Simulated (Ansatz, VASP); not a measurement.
**Two plane-wave programs on Ag**

File POSCAR:

```
Ag
1.0
   -1.6342676484      1.6342676484      1.6342676484
    1.6342676484     -1.6342676484      1.6342676484
    3.2685352969      3.2685352969      0.0000000000
Ag
2
Direct
   -0.0865350032      0.0865350032      0.0000000000
    0.5865350032      0.4134649968      0.5000000000
```

INCAR.step1

```
ALGO = Normal
EDIFF = 1E-4
ENCUT = 520
GGA = PE
ISMEAR = 0
LASPH = T
LCHARG = F
LREAL = F
LWAVE = T
NBANDS = 18
NELM = 100
PREC = Accurate
SIGMA = 0.15
```

File INCAR.step2:

```
ALGO = Normal
EDIFF = 1E-7
ENCUT = 520
ISIF = 2
ISMEAR = 0
ISTART = 1
LASPH = T
LCHARG = F
LMIXTAU = T
LREAL = F
LWAVE = F
METAGGA = R2SCAN
NBANDS = 18
NELM = 100
PREC = Accurate
SIGMA = 0.15
```

KPOINTS

```
k-points
0
Gamma
  22 22 14
```

Input for Ansatz:

```yaml
crystal:
  lattice:
    - [-1.6342676484, 1.6342676484, 1.6342676484]
    - [1.6342676484, -1.6342676484, 1.6342676484]
    - [3.2685352969, 3.2685352969, 0.0]
  atoms:
    - { symbol: Ag, position: [-0.0865350032, 0.0865350032, 0.0] }
    - { symbol: Ag, position: [0.5865350032, 0.4134649968, 0.5] }
basis:
  ecutwfc: 500
kpoints:
  mp_grid: { grid: [22, 22, 14] }
hamiltonian:
  xc: r2scan
scf:
  occupations: { method: gaussian, width: 0.15 }
output:
  forces: true
  stress: true
  eigenvalues: true
```

Change from the starting cell: mode 1 (-25.1 1/cm) frozen in, largest displacement -0.400 Å.

Alike in both runs: task single point; functional r2SCAN; k mesh 22 × 22 × 14; occupations gaussian, width 0.15 eV; no spin polarisation.

|  | VASP | Ansatz |
| --- | --- | --- |
| version | VASP 6.6.1 | Ansatz 0.2.0 |
| potentials or method | VASP PAW PBE potentials, release 64 (Ag), cutoff 520 eV | scalar-relativistic, plane waves, PAW |
| valence electrons in the cell | 22 | 38 |

```csv
,VASP,Ansatz,Ansatz less VASP
gap on the k mesh at the Fermi level (eV),none,none,-
pressure (GPa),1.5,1.4,-0.17
"traceless stress, the component that is largest in VASP (GPa)",-4.32,-4.25,+0.068
rms of the force components (eV/Å),0.210,0.206,-0.0043
```

VASP's potentials were made for PBE, not for r2SCAN. Atom by atom the forces differ by 0.004 eV/Å (rms over components). A gap of «none» marks a metal or a gap that the smearing closes. With one functional, cell and mesh, what is left measures potentials, basis and numerics. VASP's potentials hold 22 valence electrons a cell and Ansatz's 38, so a difference there can come from the potentials and not from the codes.
